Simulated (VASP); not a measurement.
A run of VASP 6.6.1:

Contents of INCAR:

```
PREC = Accurate
ENCUT = 520
EDIFF = 1E-6
ISMEAR = 1
SIGMA = 0.0759
LREAL = False
LASPH = True
NELM = 80
ALGO = Normal
ISIF = 2
LWAVE = False
LCHARG = False
GGA = CA
NBANDS = 16
```

Contents of KPOINTS:

```
regular mesh
0
Gamma
  16 16 5
```

Contents of POSCAR:

```
C
1.0
    1.2280500000     -2.1270600000      0.0000000000
    1.2280500000      2.1270600000      0.0000000000
    0.0000000000      0.0000000000      7.1732700000
C
4
Direct
    0.0833800000      0.9166200000      0.7531400000
    0.5833800000      0.4166200000      0.2468600000
    0.9166200000      0.0833800000      0.2468600000
    0.4166200000      0.5833800000      0.7531400000
```

Potentials or basis: VASP PAW LDA potentials, release 64 (C).

Run with:

```bash
$ cat potpaw_LDA.64/C/POTCAR > POTCAR
$ mpirun -np 1 vasp_std > vasp.out
```

Hardware: 1 thread of Intel(R) Xeon(R) Platinum 8488C (Sapphire Rapids), with other jobs on the host.

Q: Estimate the wall time of this run.

A: Run time: 70 s on 1 thread of Intel(R) Xeon(R) Platinum 8488C (Sapphire Rapids), with other jobs on the host, peak memory 0.19 GiB. Counts: scf iterations 12, k points 219.
